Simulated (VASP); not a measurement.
# Re (Fd-3m) in VASP: a series of runs

The runs below take Re through single point, with PBEsol.

Everything below comes from runs of VASP 6.6.1. Logs are shortened: lines on timing, memory, paths and dates and some standing lists are left out, and cuts for length are marked.

**1. The cell of the first run**

It takes space group Fd-3m (No. 227, cubic). The conventional cell has a = 5.362 Å, b = 5.362 Å, c = 5.362 Å, α = 90.00°, β = 90.00°, γ = 90.00°. Re (site symmetry -43m) has 4 Re at 2.32 Å within 3.1 Å.

This isn't the form of Re at room conditions, which is hcp.

**2. Single point, PBEsol (19.27 Å³/atom)**

INCAR

```
ALGO = Normal
EDIFF = 1E-6
ENCUT = 560
GGA = PS
GGA_COMPAT = F
ISIF = 2
ISMEAR = -1
LASPH = T
LCHARG = F
LREAL = F
LWAVE = F
NBANDS = 22
NELM = 120
PREC = Accurate
SIGMA = 0.1
```

KPOINTS

```
k-points
0
Gamma
  11 11 11
```

POSCAR

```
Re
1.0
    0.0000000000      2.6808181283      2.6808181283
    2.6808181283      0.0000000000      2.6808181283
    2.6808181283      2.6808181283      0.0000000000
Re
2
Direct
    0.1250000000      0.1250000000      0.1250000000
    0.8750000000      0.8750000000      0.8750000000
```

Potentials or basis: VASP PAW PBE potentials, release 64 (Re_sv_GW).

Launch:

```
> cat potpaw_PBE.64/Re_sv_GW/POTCAR > POTCAR
> mpirun -np 1 vasp_std > vasp.out
```

OUTCAR:

```text
EDIFF = 1E-6
   ENCUT = 560
   GGA = PS
   ISIF = 2
   ISMEAR = -1
   LASPH = T
   LREAL = F
   NELM = 120
   PREC = Accurate

 ion  position               nearest neighbor table
   1  0.125  0.125  0.125-   2 2.32   2 2.32   2 2.32   2 2.32
   2  0.875  0.875  0.875-   1 2.32   1 2.32   1 2.32   1 2.32

  LATTYP: Found a face centered cubic cell.
 ALAT       =     5.3616362566

  Lattice vectors:

 A1 = (   0.0000000000,   2.6808181283,   2.6808181283)
 A2 = (   2.6808181283,   0.0000000000,   2.6808181283)
 A3 = (   2.6808181283,   2.6808181283,   0.0000000000)

Analysis of symmetry for initial positions (statically):
=====================================================================
 Subroutine PRICEL returns:
 Original cell was already a primitive cell.

 Routine SETGRP: Setting up the symmetry group for a
 face centered cubic supercell.

 Subroutine GETGRP returns: Found 48 space group operations
 (whereof 12 operations were pure point group operations)
 out of a pool of 48 trial point group operations.

The static configuration has the point symmetry D_3d.
 The point group associated with its full space group is O_h .

Analysis of symmetry for dynamics (positions and initial velocities):
=====================================================================
 Subroutine PRICEL returns:
 Original cell was already a primitive cell.

 Routine SETGRP: Setting up the symmetry group for a
 face centered cubic supercell.

 Subroutine GETGRP returns: Found 48 space group operations
 (whereof 12 operations were pure point group operations)
 out of a pool of 48 trial point group operations.

The dynamic configuration has the point symmetry D_3d.
 The point group associated with its full space group is O_h .

 Subroutine INISYM returns: Found 48 space group operations
 (whereof 12 operations are pure point group operations),
 and found     1 'primitive' translations

----------------------------------------------------------------------------------------

                                     Primitive cell

  volume of cell :      38.5329

  direct lattice vectors                    reciprocal lattice vectors
     0.000000000  2.680818128  2.680818128    -0.186510228  0.186510228  0.186510228
     2.680818128  0.000000000  2.680818128     0.186510228 -0.186510228  0.186510228
     2.680818128  2.680818128  0.000000000     0.186510228  0.186510228 -0.186510228

  length of vectors
     3.791249355  3.791249355  3.791249355     0.323045191  0.323045191  0.323045191

  position of ions in fractional coordinates (direct lattice)
     0.125000000  0.125000000  0.125000000
     0.875000000  0.875000000  0.875000000

  ion indices of the primitive-cell ions
   primitive index   ion index
                 1           1
                 2           2

----------------------------------------------------------------------------------------

 KPOINTS: k-points

Automatic generation of k-mesh.
 Grid dimensions read from file:
 generate k-points for:   11   11   11

 Generating k-lattice:

  Cartesian coordinates                     Fractional coordinates (reciprocal lattice)
    -0.016955475  0.016955475  0.016955475     0.090909091  0.000000000  0.000000000
     0.016955475 -0.016955475  0.016955475     0.000000000  0.090909091  0.000000000
     0.016955475  0.016955475 -0.016955475     0.000000000  0.000000000  0.090909091

  Length of vectors
     0.029367745  0.029367745  0.029367745

  Shift w.r.t. Gamma in fractional coordinates (k-lattice)
     0.000000000  0.000000000  0.000000000

 Subroutine IBZKPT returns following result:
 ===========================================

 Found     56 irreducible k-points:

 Following reciprocal coordinates:
            Coordinates               Weight
  0.000000  0.000000  0.000000      1.000000
  0.090909  0.000000  0.000000      8.000000
  0.181818  0.000000  0.000000      8.000000
  0.272727  0.000000  0.000000      8.000000
  0.363636  0.000000  0.000000      8.000000
  0.454545  0.000000  0.000000      8.000000
[... 16 lines left out ...]
 -0.272727  0.181818  0.000000     24.000000
 -0.181818  0.181818  0.000000     12.000000
 [... further k-points ...]
   k-points           NKPTS =     56   k-points in BZ     NKDIM =     56   number of bands    NBANDS=     22
   number of dos      NEDOS =    301   number of ions     NIONS =      2
   total plane-waves  NPLWV =  27000
   dimension x,y,z NGX =    30 NGY =   30 NGZ =   30
   dimension x,y,z NGXF=    60 NGYF=   60 NGZF=   60
   ions per type =               2
   NGX,Y,Z   is equivalent  to a cutoff of  13.15, 13.15, 13.15 a.u.
   NGXF,Y,Z  is equivalent  to a cutoff of  26.31, 26.31, 26.31 a.u.
 SYSTEM =  unknown system
   PREC   = accura    normal or accurate (medium, high low for compatibility)
   ISTART =      0    job   : 0-new  1-cont  2-samecut
   ICHARG =      2    charge: 1-file 2-atom 10-const
   ISPIN  =      1    spin polarized calculation?
   LNONCOLLINEAR =      F non collinear calculations
   LSORBIT =      F    spin-orbit coupling
   LASPH  =      T    aspherical Exc in radial PAW
   ENCUT  =  560.0 eV  41.16 Ry    6.42 a.u.   7.32  7.32  7.32*2*pi/ulx,y,z
   NELM   =    120;   NELMIN=  2; NELMDL= -5     # of ELM steps
   EDIFF  = 0.1E-05   stopping-criterion for ELM
   LREAL  =      F    real-space projection
   EDIFFG = 0.1E-04   stopping-criterion for IOM
   NSW    =      0    number of steps for IOM
   IBRION =     -1    ionic relax: 0-MD 1-quasi-New 2-CG
   NFREE  =      0    steps in history (QN), initial steepest desc. (CG)
   ISIF   =      2    stress and relaxation
   ISYM   =      2    0-nonsym 1-usesym 2-fastsym
   POTIM  = 0.5000    time-step for ionic-motion
   TEBEG  =    0.0;   TEEND  =   0.0 temperature during run
   PSTRESS=    0.0 pullay stress
   NELECT =      30.0000    total number of electrons
   NUPDOWN=      -1.0000    fix difference up-down
   EMIN   =  10.00;   EMAX   =-10.00  energy-range for DOS
   EFERMI =   0.00;   METHOD = LEGACY
   ISMEAR =    -1;   SIGMA  =   0.10  broadening in eV -4-tet -1-fermi 0-gaus
   EFERMI_NEDOS =   21; number of points for ismear=-14 and -15
   IALGO  =     38    algorithm
   IMIX   =      4    mixing-type and parameters
     AMIX     =   0.40;   BMIX     =  1.00
     AMIX_MAG =   1.60;   BMIX_MAG =  1.00
  volume/ion in A,a.u.               =      19.27       130.02
  Fermi-wavevector in a.u.,A,eV,Ry     =   1.506045  2.846012 30.860340  2.268171
  Thomas-Fermi vector in A             =   2.616814
   LORBIT       =      0    0 simple, 1 ext, 2 COOP (PROOUT), +10 PAW based schemes
   GGA     = PS    functional components
   LHFCALC =     F    Hartree Fock is set to
   AEXX    =    0.0000 exact exchange contribution
   IVDW    =     0    specifies the selected vdW correction
   LEPSILON=     F    determine dielectric tensor
   LRPA    =     F    only Hartree local field effects (RPA)
 non-spin polarized calculation
  energy-cutoff  :      560.00
  volume of cell :       38.53
 maximum number of plane-waves:      1211
 NGX is ok and might be reduce to    30
   NGX = 15   NGY = 15   NGZ = 15

 number of electron      30.0000001 magnetization

 Free energy of the ion-electron system (eV)
  ---------------------------------------------------
  ext. energy  EPLUGINS =         0.00000000
  ---------------------------------------------------
  free energy    TOTEN  =       -26.07806771 eV

  energy without entropy =      -26.04364591  energy(sigma->0) =      -26.06085681

 E-fermi :   8.6120     XC(G=0): -12.3146

 val. band max:        8.5973753338   @ k =  -0.3636   0.4545   0.1818
 cond. band min:       8.6627110400   @ k =  -0.3636   0.3636   0.0909
 fundamental gap:      0.0653357061
 Fermi energy:         8.6119943426

 k-point     1 :       0.0000    0.0000    0.0000
  band No.  band energies     occupation
      1     -71.0567      2.00000
      2     -70.4627      2.00000
      3     -33.3950      2.00000
      4     -33.3950      2.00000
      5     -33.3950      2.00000
      6     -31.9740      2.00000
[... 14 lines left out ...]
     21      20.8385      0.00000
     22      21.6588      0.00000

 k-point     2 :       0.0909    0.0000    0.0000
  band No.  band energies     occupation
      1     -71.0470      2.00000
      2     -70.4719      2.00000
      3     -33.4091      2.00000
      4     -33.4091      2.00000
      5     -33.3936      2.00000
      6     -31.9754      2.00000
[... 14 lines left out ...]
     21      21.1189      0.00000
     22      21.7600      0.00000

 k-point     3 :       0.1818    0.0000    0.0000
  band No.  band energies     occupation
      1     -71.0214      2.00000
      2     -70.4980      2.00000
      3     -33.4457      2.00000
      4     -33.4457      2.00000
      5     -33.3902      2.00000
      6     -31.9792      2.00000
[... 14 lines left out ...]
     21      20.0549      0.00000
     22      22.0164      0.00000

 k-point     4 :       0.2727    0.0000    0.0000
  band No.  band energies     occupation
      1     -70.9842      2.00000
      2     -70.5366      2.00000
      3     -33.4908      2.00000
      4     -33.4908      2.00000
      5     -33.3867      2.00000
      6     -31.9840      2.00000
[... 14 lines left out ...]
     21      19.0577      0.00000
     22      21.8612      0.00000

 k-point     5 :       0.3636    0.0000    0.0000
  band No.  band energies     occupation
      1     -70.9431      2.00000
      2     -70.5789      2.00000
      3     -33.5299      2.00000
      4     -33.5299      2.00000
      5     -33.3846      2.00000
      6     -31.9870      2.00000
[... 14 lines left out ...]
     21      18.9936      0.00000
     22      21.1303      0.00000

 k-point     6 :       0.4545    0.0000    0.0000
  band No.  band energies     occupation
      1     -70.9140      2.00000
      2     -70.6093      2.00000
      3     -33.5523      2.00000
      4     -33.5523      2.00000
      5     -33.3844      2.00000
      6     -31.9883      2.00000
[... 14 lines left out ...]
     21      18.9931      0.00000
     22      20.6892      0.00000

 k-point     7 :       0.0909    0.0909    0.0000
  band No.  band energies     occupation
      1     -71.0439      2.00000
      2     -70.4747      2.00000
      3     -33.4258      2.00000
      4     -33.4258      2.00000
      5     -33.3669      2.00000
      6     -32.0041      2.00000
[... 324 lines left out ...]
      6     -32.2159      2.00000
[... 14 lines left out ...]
     21      18.0988      0.00000
     22      18.4675      0.00000

 k-point    21 :      -0.4545    0.1818    0.0000
  band No.  band energies     occupation
      1     -70.8791      2.00000
      2     -70.6448      2.00000
      3     -33.6859      2.00000
      4     -33.6006      2.00000
      5     -33.1538      2.00000
      6     -32.2188      2.00000
[... 14 lines left out ...]
     21      17.6093      0.00000
     22      18.6329      0.00000

 k-point    22 :      -0.3636    0.1818    0.0000
  band No.  band energies     occupation
      1     -70.8925      2.00000
      2     -70.6311      2.00000
      3     -33.6855      2.00000
      4     -33.5746      2.00000
      5     -33.1783      2.00000
      6     -32.1923      2.00000
[... 14 lines left out ...]
     21      17.4764      0.00000
     22      19.3832      0.00000

 k-point    23 :      -0.2727    0.1818    0.0000
  band No.  band energies     occupation
      1     -70.9295      2.00000
      2     -70.5932      2.00000
      3     -33.6530      2.00000
      4     -33.5334      2.00000
      5     -33.2284      2.00000
      6     -32.1418      2.00000
[... 14 lines left out ...]
     21      17.7359      0.00000
     22      20.2401      0.00000

 k-point    24 :      -0.1818    0.1818    0.0000
  band No.  band energies     occupation
      1     -70.9700      2.00000
      2     -70.5511      2.00000
      3     -33.5922      2.00000
      4     -33.4885      2.00000
      5     -33.2907      2.00000
      6     -32.0797      2.00000
[... 14 lines left out ...]
     21      18.5216      0.00000
     22      19.9200      0.00000

 [... further k-points ...]

------------------------ aborting loop because EDIFF is reached ----------------------------------------

  FORCE on cell =-STRESS in cart. coord.  units (eV):
  Direction    XX          YY          ZZ          XY          YZ          ZX
  --------------------------------------------------------------------------------------
  -------------------------------------------------------------------------------------
  Total        7.0272562      7.0272562      7.0272562     -0.0000000      0.0000000      0.0000000
  in kB      292.1893055    292.1893055    292.1893055     -0.0000000      0.0000000      0.0000000
  external PRESSURE =     292.1893055 kB  Pullay stress =       0.0000000 kB

 VOLUME and BASIS-vectors are now :
 -----------------------------------------------------------------------------
  energy-cutoff  :      560.00
  volume of cell :       38.53
      direct lattice vectors                 reciprocal lattice vectors
     0.000000000  2.680818128  2.680818128    -0.186510228  0.186510228  0.186510228
     2.680818128  0.000000000  2.680818128     0.186510228 -0.186510228  0.186510228
     2.680818128  2.680818128  0.000000000     0.186510228  0.186510228 -0.186510228

 POSITION                                       TOTAL-FORCE (eV/Angst)
 -----------------------------------------------------------------------------------
      0.67020      0.67020      0.67020        -0.000000      0.000000     -0.000000
      4.69143      4.69143      4.69143         0.000000     -0.000000      0.000000
 -----------------------------------------------------------------------------------
    total drift:                               -0.000000      0.000000      0.000000

  FREE ENERGIE OF THE ION-ELECTRON SYSTEM (eV)
  ---------------------------------------------------
  free  energy   TOTEN  =       -26.0780677121 eV

  energy  without entropy=      -26.0436459061  energy(sigma->0) =      -26.06085681
```

Run time: 55 s. Hardware: 1 thread of Intel Xeon 6975P-C (Granite Rapids), shared host; peak memory 0.2 GiB.

What came out:

```
Free energy            : -26.0781 eV
Pressure               : 29.2 GPa
Band gap on the k mesh : zero (bands 15 and 16 overlap by 1.32 eV)
```

Levels at points of the mesh, in eV from the Fermi level:
| k point | band 12 | band 13 | band 14 | band 15 | band 16 | band 17 | band 18 | band 19 |
| --- | --- | --- | --- | --- | --- | --- | --- | --- |
| (0.00, 0.00, 0.00) | -2.55 | -2.55 | -2.55 | 0.77 | 0.77 | 0.77 | 5.06 | 5.06 |

Caveat: the cell stands under pressure; the PAW data sets were made with another functional, which shifts forces and pressure a little; spin-orbit coupling is left out, which moves the levels of the heavy elements.

(Part 1 of 2 ends here.)

The gap in the log of VASP goes by the Fermi energy; the results here count the filled bands.